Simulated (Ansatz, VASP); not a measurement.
## One calculation of BaTiO3, two programs

POSCAR

```
BaTiO3
1.0
    2.8399983158      1.6396737921      2.3313532671
   -2.8399983158      1.6396737921      2.3313532671
    0.0000000000     -3.2793475843      2.3313532671
Ba Ti O
1 1 3
Direct
   -0.0032057792     -0.0032057792     -0.0032057792
    0.4833346603      0.4833346603      0.4833346603
    0.5098255442      0.5098255442      0.0194200304
    0.0194200304      0.5098255442      0.5098255442
    0.5098255442      0.0194200304      0.5098255442
```

Contents of INCAR.step1:

```
SYSTEM = BaTiO3
PREC     = Accurate       ! precision mode
ENCUT    = 520            ! plane-wave cutoff, eV
ISMEAR   = 0              ! smearing method
SIGMA    = 0.01           ! smearing width, eV
LREAL    = .FALSE.        ! projectors in reciprocal space
LASPH    = .TRUE.         ! aspherical terms in the spheres
NELM     = 80             ! most SCF steps
NBANDS   = 28             ! bands
GGA      = PE             ! functional
ALGO     = Normal         ! electronic algorithm
EDIFF    = 1E-4           ! SCF threshold, eV
LWAVE    = .TRUE.         ! write WAVECAR
LCHARG   = .FALSE.        ! write CHGCAR
```

File INCAR.step2:

```
SYSTEM = BaTiO3
PREC     = Accurate       ! precision mode
ENCUT    = 520            ! plane-wave cutoff, eV
EDIFF    = 1E-6           ! SCF threshold, eV
ISMEAR   = 0              ! smearing method
SIGMA    = 0.01           ! smearing width, eV
LREAL    = .FALSE.        ! projectors in reciprocal space
LASPH    = .TRUE.         ! aspherical terms in the spheres
NELM     = 80             ! most SCF steps
ALGO     = Normal         ! electronic algorithm
ISIF     = 2              ! what is computed and relaxed
LWAVE    = .FALSE.        ! write WAVECAR
LCHARG   = .FALSE.        ! write CHGCAR
METAGGA  = R2SCAN         ! meta-GGA
LMIXTAU  = .TRUE.       
NBANDS   = 28             ! bands
ISTART   = 1
```

KPOINTS

```
Automatic mesh
0
G
  6 6 6
  0 0 0
```

Input for Ansatz:

```yaml
crystal:
  lattice:
    - [2.8399983158, 1.6396737921, 2.3313532671]
    - [-2.8399983158, 1.6396737921, 2.3313532671]
    - [0.0, -3.2793475843, 2.3313532671]
  atoms:
    - { symbol: Ba, position: [-0.0032057792, -0.0032057792, -0.0032057792] }
    - { symbol: Ti, position: [0.4833346603, 0.4833346603, 0.4833346603] }
    - { symbol: O, position: [0.5098255442, 0.5098255442, 0.0194200304] }
    - { symbol: O, position: [0.0194200304, 0.5098255442, 0.5098255442] }
    - { symbol: O, position: [0.5098255442, 0.0194200304, 0.5098255442] }
kpoints:
  mp_grid: { grid: [6, 6, 6] }
  band_path:
    path:
      - [0.0, 0.0, 0.0]
      - [0.5, 0.5, 0.5]
      - [0.5035661172, 0.4964338828, 0.5]
      - [0.5, -0.4964338828, 0.4964338828]
      - [0.5, 0.0, 0.0]
      - [0.4982169414, -0.4982169414, 0.0]
      - [0.5017830586, 0.0, 0.4982169414]
      - [-0.052083, 0.010417, 0.010417]
      - [0.0498216941, -0.0498216941, 0.0]
    npoints: 1
hamiltonian:
  xc: r2scan
scf:
  occupations: { method: fixed }
  n_extra_bands: 5
output:
  forces: true
  stress: true
  eigenvalues: true
```

Alike in both runs: task single point; functional r2SCAN; k mesh 6 × 6 × 6; no spin polarisation.

|  | VASP | Ansatz |
| --- | --- | --- |
| version | VASP 6.6.1 | Ansatz 0.2.0 |
| potentials or method | VASP PAW PBE potentials, release 64 (Ba_sv, Ti_sv, O) | plane waves, PAW |
| plane-wave cutoff (eV) | 520 | 500 |
| occupations | gaussian, width 0.01 eV | fixed |
| valence electrons in the cell | 40 | 40 |

Ansatz gave:

- gap on the k mesh at the Fermi level (eV): 2.87
- pressure (GPa): 0.0
- traceless stress, the component that is largest in VASP (GPa): 0.00
- rms of the force components (eV/Å): 0.000

Question: Which values does VASP return?

Answer: gap on the k mesh at the Fermi level (eV): 2.85; pressure (GPa): 1.9; traceless stress, the component that is largest in VASP (GPa): -0.09; rms of the force components (eV/Å): 0.065.

VASP's potentials were made for PBE, not for r2SCAN. Atom by atom the forces differ by 0.065 eV/Å (rms over components).

Spin-orbit coupling is off throughout.
